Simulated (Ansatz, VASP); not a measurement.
**MgO in VASP and in Ansatz**

```
CELL_PARAMETERS angstrom
3.48638 0.00000 0.00000
-1.74319 3.01929 0.00000
0.00000 0.00000 4.17804
ATOMIC_POSITIONS crystal
Mg 0.66667 0.33333 0.75000
Mg 0.33333 0.66667 0.25000
O 0.66667 0.33333 0.25000
O 0.33333 0.66667 0.75000
```

Alike in both runs: task single point; functional r2SCAN; k mesh 6 × 6 × 6; no spin polarisation.

```csv
,VASP,Ansatz
version,VASP 6.6.1,Ansatz 0.2.0
potentials or method,"VASP PAW PBE potentials, release 64 (Mg, O), cutoff 520 eV","scalar-relativistic, plane waves, PAW"
occupations,"methfessel-paxton of order 1, width 0.02 eV","cold, width 0.02 eV"
valence electrons in the cell,16,32
```

```csv
,VASP,Ansatz,Ansatz less VASP
gap on the k mesh at the Fermi level (eV),4.08,4.10,+0.014
least direct gap on the mesh (eV),4.08,4.10,+0.014
pressure (GPa),-0.7,0.1,+0.80
"traceless stress, the component that is largest in VASP (GPa)",0.10,0.29,+0.188
```

VASP's potentials were made for PBE, not for r2SCAN. VASP's potentials hold 16 valence electrons a cell and Ansatz's 32, so a difference there can come from the potentials and not from the codes.
